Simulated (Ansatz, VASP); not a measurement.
Two plane-wave programs on Si4S

```
Si S
1.0
     2.59405    1.49768    4.09442
    -2.59405    1.49768    4.09442
     0.00000   -2.99535    4.09442
Si S
4 1
Direct
  0.50000 0.50000 0.00000
  0.00000 0.50000 0.50000
  0.50000 0.00000 0.50000
  0.00000 0.00000 0.00000
  0.50000 0.50000 0.50000
```

Alike in both runs: functional PBE; k mesh 4 × 4 × 4; occupations gaussian, width 0.2 eV; no spin polarisation.

Ansatz relaxed the structure, and its values are those at the end. VASP's run is a single point on that final structure, the one shown.

|  | VASP | Ansatz |
| --- | --- | --- |
| version | VASP 6.6.1 | Ansatz 0.2.0 |
| potentials or method | VASP PAW PBE potentials, release 64 (Si, S), cutoff 500 eV | scalar-relativistic, plane waves, PAW |
| valence electrons in the cell | 22 | 22 |

```tsv
	VASP	Ansatz	Ansatz less VASP
gap on the k mesh at the Fermi level (eV)	none	none	-
pressure (GPa)	0.3	0.3	+0.04
```

A gap of «none» marks a metal or a gap that the smearing closes.

The k mesh is coarse, so the values compare programs but aren't converged.
